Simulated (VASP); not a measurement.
Set up this calculation in VASP 6.6.1, as the native input.

- Task: single point
- Functional: PBEsol
- Potentials or basis: VASP PAW PBE potentials, release 64 (Ta_sv_GW, N)
- Cutoff: 700 eV
- k mesh: 18 × 18 × 14
- Occupations: gaussian, width 0.1 eV
- Spin: no spin polarisation
- Dipole correction: no
- Further INCAR settings: ALGO = Normal; EDIFF = 1e-06; NBANDS = 16

The structure of TaN lies in POSCAR:

```
TaN
1.0
    2.9299692733      0.0000000000      0.0000000000
   -1.4649846367      2.5374278230      0.0000000000
    0.0000000000      0.0000000000      2.8755298931
Ta N
1 1
Direct
    0.3333333333      0.6666666667      0.5000000000
    0.0000000000      0.0000000000      0.0000000000
```

The input as run:

INCAR

```
SYSTEM = TaN
PREC = Accurate ; ENCUT = 700
EDIFF = 1E-6 ; ISMEAR = 0
SIGMA = 0.1 ; LREAL = .FALSE.
LASPH = .TRUE. ; NELM = 120
ALGO = Normal ; ISIF = 2
LWAVE = .FALSE. ; LCHARG = .FALSE.
GGA = PS ; NBANDS = 16
GGA_COMPAT = .FALSE.
```

KPOINTS

```
Automatic mesh
0
G
  18 18 14
  0 0 0
```

Potentials or basis: VASP PAW PBE potentials, release 64 (Ta_sv_GW, N).

The run is started by

```console
$ cat potpaw_PBE.64/Ta_sv_GW/POTCAR potpaw_PBE.64/N/POTCAR > POTCAR
$ mpirun -np 1 vasp_std > vasp.out
```

It gave:

* Pressure: -2.1 GPa
* Band gap on the k mesh: zero (bands 9 and 10 overlap by 0.34 eV)

Caveat: the PAW data sets were made with another functional, which shifts forces and pressure a little; spin-orbit coupling is left out, which moves the levels of the heavy elements.

Run time: 83 s on 1 thread of AMD EPYC 9R45 96-Core Processor (Zen 5), with other jobs on the host, peak memory 0.28 GiB.
